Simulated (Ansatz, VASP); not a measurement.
K: VASP beside Ansatz

File INCAR:

```
SYSTEM = K
  PREC = Accurate
  ENCUT = 520
  EDIFF = 1E-6
  ISMEAR = -1
  SIGMA = 0.1
  LREAL = .FALSE.
  LASPH = .TRUE.
  NELM = 60
  ALGO = Normal
  ISIF = 2
  LWAVE = .FALSE.
  LCHARG = .TRUE.
  GGA = RE
  LELF = .TRUE.
  LVHAR = .TRUE.
  NBANDS = 20
```

File KPOINTS:

```
Automatic mesh
0
G
  6 6 8
  0 0 0
```

POSCAR

```
K
1.0
    7.6496270244      0.0000000000      0.0000000000
   -3.8248135122      6.6247713326      0.0000000000
    0.0000000000      0.0000000000      4.5596358430
K
3
Direct
    1.0000000000      0.0000000000      0.0000000000
    0.3333333333      0.6666666667      0.5000000000
    0.6666666667      0.3333333333      0.5000000000
```

Input for Ansatz:

```yaml
crystal:
  lattice:
    - [7.6496270244, 0.0, 0.0]
    - [-3.8248135122, 6.6247713326, 0.0]
    - [0.0, 0.0, 4.559635843]
  atoms:
    - { symbol: K, position: [1.0, 0.0, 0.0] }
    - { symbol: K, position: [0.3333333333, 0.6666666667, 0.5] }
    - { symbol: K, position: [0.6666666667, 0.3333333333, 0.5] }
hamiltonian:
  xc: revpbe
  pseudopotentials:
    kind: paw
    azcp:
      K: "pseudopotentials/K.paw.azcp"
basis:
  ecutwfc: 420
  fft_grid_basis: typed
kpoints:
  mp_grid: { grid: [6, 6, 8], shift: [0, 0, 0] }
magnetization:
  spin_polarized: false
scf:
  occupations: { method: fermi_dirac, width: 0.1 }
  lower_state_search: "off"
output:
  stress: true
```

Alike in both runs: task single point; functional revPBE; k mesh 6 × 6 × 8; occupations fermi-dirac, width 0.1 eV; no spin polarisation.

|  | VASP | Ansatz |
| --- | --- | --- |
| version | VASP 6.6.1 | Ansatz 0.2.0 |
| potentials or method | VASP PAW PBE potentials, release 64 (K_sv), cutoff 520 eV | plane waves (420 eV) with PAW, scalar-relativistic |
| valence electrons in the cell | 27 | 27 |

|  | VASP | Ansatz | Ansatz less VASP |
| --- | --- | --- | --- |
| pressure (GPa) | 0.1 | 0.1 | +0.01 |

VASP's potentials were made for PBE, not for revPBE. With one functional, cell and mesh, what is left measures potentials, basis and numerics.
